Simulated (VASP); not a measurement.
Write the native input for VASP 6.6.1 that does the following.

```yaml
Task: single point
Functional: PBE
Potentials_or_basis: VASP PAW PBE potentials, release 64 (Ta_pv, Bi_d)
Cutoff: 520 eV
k_mesh: 10 × 10 × 10
Occupations: gaussian, width 0.05 eV
Spin: no spin polarisation
Dipole_correction: no
Further_INCAR_settings: ALGO = Normal; EDIFF = 1e-06; NBANDS = 20
```

The structure of TaBi lies in POSCAR:

```
TaBi
1.0
    0.0000000000      3.2518770194      3.2518770194
    3.2518770194      0.0000000000      3.2518770194
    3.2518770194      3.2518770194      0.0000000000
Ta Bi
1 1
Direct
    0.0000000000      0.0000000000      0.0000000000
    0.2500000000      0.2500000000      0.2500000000
```

The input as run:

INCAR

```
SYSTEM = TaBi
  ALGO = Normal
  EDIFF = 1E-6
  ENCUT = 520
  GGA = PE
  ISIF = 2
  ISMEAR = 0
  LASPH = .True.
  LCHARG = .True.
  LELF = .True.
  LREAL = .False.
  LVHAR = .True.
  LWAVE = .False.
  NBANDS = 20
  NELM = 80
  PREC = Accurate
  SIGMA = 0.05
```

KPOINTS

```
k-points
0
Gamma
  10 10 10
  0 0 0
```

Potentials or basis: VASP PAW PBE potentials, release 64 (Ta_pv, Bi_d).

Launch:

```sh
$ cat potpaw_PBE.64/Ta_pv/POTCAR potpaw_PBE.64/Bi_d/POTCAR > POTCAR
$ mpirun -np 1 vasp_std > vasp.out
```

Results of the run:

The pressure is -1.2 GPa. The band gap on the k mesh is zero (bands 13 and 14 overlap by 0.31 eV).

Caveat: spin-orbit coupling is left out, which moves the levels of the heavy elements.

Wall time 89 s on 1 thread of Intel Xeon 8259CL, with other jobs on the host, peak memory 0.24 GiB.
